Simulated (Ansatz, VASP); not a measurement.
**One calculation of W3C, two programs**

File INCAR:

```
ALGO     = Normal         # electronic algorithm
DIPOL    = 0.5 0.5 0.339
EDIFF    = 1E-6           # SCF threshold, eV
ENCUT    = 520            # plane-wave cutoff, eV
GGA      = PE             # functional
IDIPOL   = 3            
ISIF     = 2              # what is computed and relaxed
ISMEAR   = 0              # smearing method
LASPH    = T              # aspherical terms in the spheres
LCHARG   = T              # write CHGCAR
LDIPOL   = T            
LELF     = T              # ELF
LREAL    = F              # projectors in reciprocal space
LVACPOTAV= T            
LVHAR    = T            
LWAVE    = F              # write WAVECAR
NBANDS   = 31             # bands
NELM     = 100            # most SCF steps
PREC     = Accurate       # precision mode
SIGMA    = 0.1            # smearing width, eV
```

Contents of KPOINTS:

```
k-points
0
Gamma
  9 9 1
```

The input POSCAR:

```
W3C
1.0
    2.8545944806      0.0000000000      0.0000000000
   -1.4272972403      2.4721513377      0.0000000000
    0.0000000000      0.0000000000     21.6971108210
W C
3 1
Direct
    0.6666666667      0.3333333333      0.1843563428
    0.3333333333      0.6666666667      0.2926027619
    0.0000000000      0.0000000000      0.4008418859
    0.3333333333     -0.3333333333      0.4787324408
```

Input for Ansatz:

```yaml
crystal:
  lattice:
    - [2.8545944806, 0.0, 0.0]
    - [-1.4272972403, 2.4721513377, 0.0]
    - [0.0, 0.0, 21.697110821]
  atoms:
    - { symbol: W, position: [0.6666666667, 0.3333333333, 0.1843563428] }
    - { symbol: W, position: [0.3333333333, 0.6666666667, 0.2926027619] }
    - { symbol: W, position: [0.0, 0.0, 0.4008418859] }
    - { symbol: C, position: [0.3333333333, -0.3333333333, 0.4787324408] }
basis:
  ecutwfc: 420
kpoints:
  mp_grid: { grid: [9, 9, 1] }
hamiltonian:
  xc: pbe
scf:
  occupations: { method: gaussian, width: 0.1 }
output:
  forces: true
  eigenvalues: true
efield:
  axis: 3
  dipole_correction: true
  ramp_width: 0.04
```

Alike in both runs: task single point; functional PBE; k mesh 9 × 9 × 1; occupations gaussian, width 0.1 eV; no spin polarisation.

|  | VASP | Ansatz |
| --- | --- | --- |
| version | VASP 6.6.1 | Ansatz 0.2.0 |
| potentials or method | VASP PAW PBE potentials, release 64 (W_sv, C), cutoff 520 eV | scalar-relativistic, plane waves, PAW |
| valence electrons in the cell | 46 | 46 |

|  | VASP | Ansatz | Ansatz less VASP |
| --- | --- | --- | --- |
| gap on the k mesh at the Fermi level (eV) | none | none | - |
| rms of the force components (eV/Å) | 1.365 | 1.373 | +0.0079 |
| work function, face that differs most (eV) | 5.19 | 5.19 | -0.004 |

Atom by atom the forces differ by 0.012 eV/Å (rms over components). A gap of «none» marks a metal or a gap that the smearing closes. With one functional, cell and mesh, what is left measures potentials, basis and numerics.

Spin-orbit coupling is off throughout.
